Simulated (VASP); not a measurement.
# In3GaP2 (P4/mmm) in VASP: a series of runs

Runs on In3GaP2. Level: PBE. Tasks: single point, relaxation of cell and atoms.

All numbers are computed with VASP 6.6.1; they aren't measurements. Logs are shortened: lines on timing, memory, paths and dates and some standing lists are left out, and cuts for length are marked.

## (1) The cell of the first run

Symmetry: P4/mmm, No. 123, tetragonal system. The conventional cell has a = 5.393 Å, b = 5.393 Å, c = 5.385 Å, α = 90.00°, β = 90.00°, γ = 90.00°. Within 3.5 Å of In (site symmetry 4/mmm) lie 2 P at 2.69 Å. In (site symmetry mmm) has 4 P at 2.70 Å within 3.6 Å. Within 3.5 Å of Ga (site symmetry 4/mmm) lie 2 P at 2.69 Å. Within 3.5 Å of P (site symmetry 4/mmm) lie 6 In at 2.69 to 2.70 Å. P (site symmetry 4/mmm) has 2 Ga at 2.69 Å and 4 In at 2.70 Å within 3.5 Å.

## (2) Single point, PBE

Contents of INCAR:

```
SYSTEM = In3GaP2
PREC     = Accurate       ! precision mode
ENCUT    = 520            ! plane-wave cutoff, eV
EDIFF    = 1E-6           ! SCF threshold, eV
ISMEAR   = 0              ! smearing method
SIGMA    = 0.1            ! smearing width, eV
LREAL    = .FALSE.        ! projectors in reciprocal space
LASPH    = .TRUE.         ! aspherical terms in the spheres
NELM     = 100            ! most SCF steps
ALGO     = Normal         ! electronic algorithm
ISIF     = 2              ! what is computed and relaxed
LWAVE    = .FALSE.        ! write WAVECAR
LCHARG   = .TRUE.         ! write CHGCAR
GGA      = PE             ! functional
LELF     = .TRUE.         ! ELF
LVHAR    = .TRUE.       
NBANDS   = 40             ! bands
```

Contents of KPOINTS:

```
regular mesh
0
G
  4 4 4
  0 0 0
```

Contents of POSCAR:

```
In3GaP2
1.0
    5.3931446202      0.0000000000      0.0000000000
    0.0000000000      5.3931446202      0.0000000000
    0.0000000000      0.0000000000      5.3845873140
In Ga P
3 1 2
Direct
    0.5000000000      0.5000000000      0.5000000000
    0.5000000000      0.0000000000      0.0000000000
    0.0000000000      0.5000000000      0.0000000000
    0.0000000000      0.0000000000      0.5000000000
    0.5000000000      0.5000000000      0.0000000000
    0.0000000000      0.0000000000      0.0000000000
```

Potentials or basis: VASP PAW PBE potentials, release 64 (In_d, Ga_d, P).

Run with:

```sh
$ cat potpaw_PBE.64/In_d/POTCAR potpaw_PBE.64/Ga_d/POTCAR potpaw_PBE.64/P/POTCAR > POTCAR
$ mpirun -np 1 vasp_std > vasp.out
```

OUTCAR:

```text
SYSTEM = In3GaP2
   PREC = Accurate
   ENCUT = 520
   EDIFF = 1E-6
   ISMEAR = 0
   LREAL = .FALSE.
   LASPH = .TRUE.
   NELM = 100
   ISIF = 2
   GGA = PE

 ion  position               nearest neighbor table
   1  0.500  0.500  0.500-   5 2.69   5 2.69   2 3.81   2 3.81   3 3.81   3 3.81   2 3.81   2 3.81
                             3 3.81   3 3.81
   2  0.500  0.000  0.000-   5 2.70   6 2.70   5 2.70   6 2.70   1 3.81   1 3.81   1 3.81   1 3.81
                             3 3.81   3 3.81   3 3.81   3 3.81
   3  0.000  0.500  0.000-   5 2.70   6 2.70   6 2.70   5 2.70   1 3.81   1 3.81   1 3.81   1 3.81
                             2 3.81   2 3.81   2 3.81   2 3.81
   4  0.000  0.000  0.500-   6 2.69   6 2.69
   5  0.500  0.500  0.000-   1 2.69   1 2.69   3 2.70   2 2.70   2 2.70   3 2.70
   6  0.000  0.000  0.000-   4 2.69   4 2.69   2 2.70   3 2.70   3 2.70   2 2.70

  LATTYP: Found a simple tetragonal cell.
 ALAT       =     5.3931446202
 C/A-ratio  =     0.9984132993

  Lattice vectors:

 A1 = (   5.3931446202,   0.0000000000,   0.0000000000)
 A2 = (   0.0000000000,   5.3931446202,   0.0000000000)
 A3 = (   0.0000000000,   0.0000000000,   5.3845873140)

Analysis of symmetry for initial positions (statically):
=====================================================================
 Subroutine PRICEL returns:
 Original cell was already a primitive cell.

 Routine SETGRP: Setting up the symmetry group for a
 simple tetragonal supercell.

 Subroutine GETGRP returns: Found 16 space group operations
 (whereof 16 operations were pure point group operations)
 out of a pool of 16 trial point group operations.

The static configuration has the point symmetry D_4h.

Analysis of symmetry for dynamics (positions and initial velocities):
=====================================================================
 Subroutine PRICEL returns:
 Original cell was already a primitive cell.

 Routine SETGRP: Setting up the symmetry group for a
 simple tetragonal supercell.

 Subroutine GETGRP returns: Found 16 space group operations
 (whereof 16 operations were pure point group operations)
 out of a pool of 16 trial point group operations.

The dynamic configuration has the point symmetry D_4h.

 Subroutine INISYM returns: Found 16 space group operations
 (whereof 16 operations are pure point group operations),
 and found     1 'primitive' translations

----------------------------------------------------------------------------------------

                                     Primitive cell

  volume of cell :     156.6162

[... 93 lines left out ...]
   IBRION =     -1    ionic relax: 0-MD 1-quasi-New 2-CG
   NFREE  =      0    steps in history (QN), initial steepest desc. (CG)
   ISIF   =      2    stress and relaxation
   ISYM   =      2    0-nonsym 1-usesym 2-fastsym
   POTIM  = 0.5000    time-step for ionic-motion
   TEBEG  =    0.0;   TEEND  =   0.0 temperature during run
   PSTRESS=    0.0 pullay stress
   NELECT =      62.0000    total number of electrons
   NUPDOWN=      -1.0000    fix difference up-down
   EMIN   =  10.00;   EMAX   =-10.00  energy-range for DOS
   EFERMI =   0.00;   METHOD = LEGACY
   ISMEAR =     0;   SIGMA  =   0.10  broadening in eV -4-tet -1-fermi 0-gaus
   EFERMI_NEDOS =   21; number of points for ismear=-14 and -15
   IALGO  =     38    algorithm
   IMIX   =      4    mixing-type and parameters
     AMIX     =   0.40;   BMIX     =  1.00
     AMIX_MAG =   1.60;   BMIX_MAG =  1.00
  volume/ion in A,a.u.               =      26.10       176.15
  Fermi-wavevector in a.u.,A,eV,Ry     =   1.202061  2.271566 19.659750  1.444951
  Thomas-Fermi vector in A             =   2.337853
   LORBIT       =      0    0 simple, 1 ext, 2 COOP (PROOUT), +10 PAW based schemes
   GGA     = PE    functional components
   LHFCALC =     F    Hartree Fock is set to
   AEXX    =    0.0000 exact exchange contribution
   IVDW    =     0    specifies the selected vdW correction
   LEPSILON=     F    determine dielectric tensor
   LRPA    =     F    only Hartree local field effects (RPA)
 non-spin polarized calculation
 Gauss-broadening in eV      SIGMA  =   0.10
  energy-cutoff  :      520.00
  volume of cell :      156.62
 maximum number of plane-waves:      4236
   NGX = 21   NGY = 21   NGZ = 21

 number of electron      61.9999994 magnetization

 Free energy of the ion-electron system (eV)
  ---------------------------------------------------
  ext. energy  EPLUGINS =         0.00000000
  ---------------------------------------------------
  free energy    TOTEN  =       -20.34678892 eV

  energy without entropy =      -20.34319323  energy(sigma->0) =      -20.34499107

 E-fermi :   5.4805     XC(G=0):  -9.4801

 val. band max:        5.4397676305   @ k =   0.0000   0.0000   0.2500
 cond. band min:       5.5394729089   @ k =   0.5000   0.5000   0.0000
 fundamental gap:      0.0997052783
 Fermi energy:         5.4805335411

 k-point     1 :       0.0000    0.0000    0.0000
  band No.  band energies     occupation
      1      -9.5745      2.00000
      2      -9.4873      2.00000
      3      -9.4772      2.00000
      4      -9.4752      2.00000
      5      -9.4234      2.00000
      6      -9.4234      2.00000
[... 763 lines left out ...]
     39       9.2153      0.00000
     40       9.2153      0.00000

------------------------ aborting loop because EDIFF is reached ----------------------------------------

  FORCE on cell =-STRESS in cart. coord.  units (eV):
  Direction    XX          YY          ZZ          XY          YZ          ZX
  --------------------------------------------------------------------------------------
  -------------------------------------------------------------------------------------
  Total       -0.0331771     -0.0331771     -0.0922423      0.0000000     -0.0000000      0.0000000
  in kB       -0.3394004     -0.3394004     -0.9436357      0.0000000     -0.0000000      0.0000000
  external PRESSURE =      -0.5408122 kB  Pullay stress =       0.0000000 kB

 VOLUME and BASIS-vectors are now :
 -----------------------------------------------------------------------------
  energy-cutoff  :      520.00
  volume of cell :      156.62
      direct lattice vectors                 reciprocal lattice vectors
     5.393144620  0.000000000  0.000000000     0.185420579  0.000000000  0.000000000
     0.000000000  5.393144620  0.000000000     0.000000000  0.185420579  0.000000000
     0.000000000  0.000000000  5.384587314     0.000000000  0.000000000  0.185715254

 POSITION                                       TOTAL-FORCE (eV/Angst)
 -----------------------------------------------------------------------------------
      2.69657      2.69657      2.69229         0.000000      0.000000      0.000000
      2.69657      0.00000      0.00000         0.000000      0.000000      0.000000
      0.00000      2.69657      0.00000         0.000000      0.000000      0.000000
      0.00000      0.00000      2.69229         0.000000      0.000000      0.000000
      2.69657      2.69657      0.00000         0.000000      0.000000      0.000000
      0.00000      0.00000      0.00000         0.000000      0.000000      0.000000
 -----------------------------------------------------------------------------------
    total drift:                               -0.000000      0.000000     -0.000000

  FREE ENERGIE OF THE ION-ELECTRON SYSTEM (eV)
  ---------------------------------------------------
  free  energy   TOTEN  =       -20.3467889183 eV

  energy  without entropy=      -20.3431932302  energy(sigma->0) =      -20.34499107
```

OSZICAR:

```text
N       E                     dE             d eps       ncg     rms          rms(c)
DAV:   1     0.581266638128E+03    0.58127E+03   -0.28766E+04  1464   0.201E+03
DAV:   2     0.593999346677E+02   -0.52187E+03   -0.50609E+03  1456   0.523E+02
DAV:   3    -0.169188879991E+02   -0.76319E+02   -0.73614E+02  1736   0.196E+02
DAV:   4    -0.211627840551E+02   -0.42439E+01   -0.42193E+01  1744   0.458E+01
DAV:   5    -0.213641628185E+02   -0.20138E+00   -0.20130E+00  2056   0.950E+00    0.786E+00
DAV:   6    -0.204010168915E+02    0.96315E+00   -0.19790E+00  1912   0.122E+01    0.435E+00
DAV:   7    -0.203574995342E+02    0.43517E-01   -0.81646E-01  2040   0.424E+00    0.148E+00
DAV:   8    -0.203490899668E+02    0.84096E-02   -0.11325E-01  1896   0.237E+00    0.708E-01
DAV:   9    -0.203465606843E+02    0.25293E-02   -0.13813E-02  2000   0.971E-01    0.279E-01
DAV:  10    -0.203468706129E+02   -0.30993E-03   -0.26794E-03  2152   0.282E-01    0.242E-01
DAV:  11    -0.203467868548E+02    0.83758E-04   -0.58860E-04  1912   0.183E-01    0.718E-02
DAV:  12    -0.203467884686E+02   -0.16137E-05   -0.89565E-05  1920   0.512E-02    0.148E-02
DAV:  13    -0.203467889183E+02   -0.44974E-06   -0.72978E-06  1864   0.156E-02
   1 F= -.20346789E+02 E0= -.20344991E+02  d E =-.359569E-02
```

stdout:

```text
POSCAR found type information on POSCAR InGaP
 POSCAR found :  3 types and       6 ions
 scaLAPACK will be used
 LDA part: xc-table for (Slater+PW92), standard interpolation
 POSCAR, INCAR and KPOINTS ok, starting setup
 FFT: planning ... GRIDC
 FFT: planning ... GRID_SOFT
 FFT: planning ... GRID
 WAVECAR not read
 entering main loop
```

Wall time 42 s (1 thread of AMD EPYC 9R45 (Zen 5), shared host); peak memory 0.26 GiB.

What came out:

| Item | Value |
| --- | --- |
| Free energy | -20.3468 eV |
| Pressure | -0.1 GPa |
| Band gap on the k mesh | zero (band 31 reaches 6.80 eV, above the bottom of band 32 at 3.94 eV) |

Levels at points of the mesh, in eV from the Fermi level:
```tsv
k point	band 27	band 28	band 29	band 30	band 31	band 32	band 33	band 34	band 35	band 36
(0.00, 0.00, 0.00)	-3.88	-2.88	-2.42	-2.12	-2.12	-1.54	1.19	1.19	2.86	3.85
(0.50, 0.00, 0.00)	-3.69	-3.66	-3.56	-3.53	1.28	1.30	2.06	2.13	2.26	2.45
(0.50, 0.50, 0.00)	-3.28	-3.28	-0.45	-0.45	0.06	0.06	0.76	0.76	2.65	2.72
(0.00, 0.00, 0.50)	-3.72	-1.94	-1.94	-1.50	-0.20	-0.20	0.64	1.20	2.36	2.43
(0.50, 0.00, 0.50)	-3.48	-3.48	-0.34	-0.22	0.99	1.15	1.18	1.45	1.47	2.04
(0.50, 0.50, 0.50)	-2.31	-2.31	-0.25	-0.25	1.32	2.01	2.74	2.77	3.08	3.48
```

Caveat: spin-orbit coupling is left out, which moves the levels of the heavy elements.

## (3) Single point, PBE

This run uses another cell than the first one, of 21.50 Å³/atom, 0.824 times its volume.

Contents of INCAR:

```
  PREC = Accurate
  ENCUT = 520
  EDIFF = 1E-7
  ISMEAR = 0
  SIGMA = 0.1
  LREAL = False
  LASPH = True
  NELM = 100
  ALGO = Normal
  ISIF = 2
  LWAVE = False
  LCHARG = False
  GGA = PE
  NBANDS = 40
```

Contents of KPOINTS:

```
regular mesh
0
Gamma
  4 4 4
```

POSCAR, as its differences from that of step 2:

```diff
@@ -2,5 +2,5 @@
 1.0
-    5.3931446202      0.0000000000      0.0000000000
-    0.0000000000      5.3931446202      0.0000000000
-    0.0000000000      0.0000000000      5.3845873140
+    5.4530959800      0.0000000000      0.0000000000
+    0.0000000000      5.4530959800      0.0000000000
+    0.0000000000      0.0000000000      4.3380685100
 In Ga P
```

Potentials or basis: VASP PAW PBE potentials, release 64 (In_d, Ga_d, P).

Run with:

```sh
$ cat potpaw_PBE.64/In_d/POTCAR potpaw_PBE.64/Ga_d/POTCAR potpaw_PBE.64/P/POTCAR > POTCAR
$ mpirun -np 1 vasp_std > vasp.out
```

It took 41 s on 1 thread of AMD EPYC 9R45 (Zen 5), shared host; peak memory 0.23 GiB.

The run converged. Its results:

| Quantity | Value |
| --- | --- |
| Free energy | -17.1905 eV |
| Pressure | 17.6 GPa |
| Band gap on the k mesh | zero (band 31 reaches 9.45 eV, above the bottom of band 32 at 6.55 eV) |

Stress tensor (GPa, compression positive):
```
 6.10  0.00  0.00
 0.00  6.10  0.00
 0.00  0.00 40.69
```

Levels at points of the mesh, in eV from the Fermi level:
| k point | band 29 | band 30 | band 31 | band 32 | band 33 | band 34 |
| --- | --- | --- | --- | --- | --- | --- |
| (0.00, 0.00, 0.00) | -3.49 | -3.16 | -2.69 | -0.75 | 2.31 | 2.31 |
| (0.50, 0.00, 0.00) | -2.72 | -1.82 | 0.04 | 0.15 | 2.54 | 2.70 |
| (0.50, 0.50, 0.00) | -2.03 | -1.63 | 1.38 | 1.38 | 1.44 | 1.60 |
| (0.00, 0.00, 0.50) | -2.65 | -2.41 | -1.13 | -1.13 | 0.21 | 1.37 |
| (0.50, 0.00, 0.50) | -1.71 | -1.46 | -0.02 | 0.06 | 0.81 | 0.87 |
| (0.50, 0.50, 0.50) | -1.14 | -1.14 | 1.76 | 1.79 | 2.79 | 2.81 |

Caveat: the k points lie up to 0.36 Å⁻¹ apart; spin-orbit coupling is left out, which moves the levels of the heavy elements.

(Continued in part 2 of 2.)
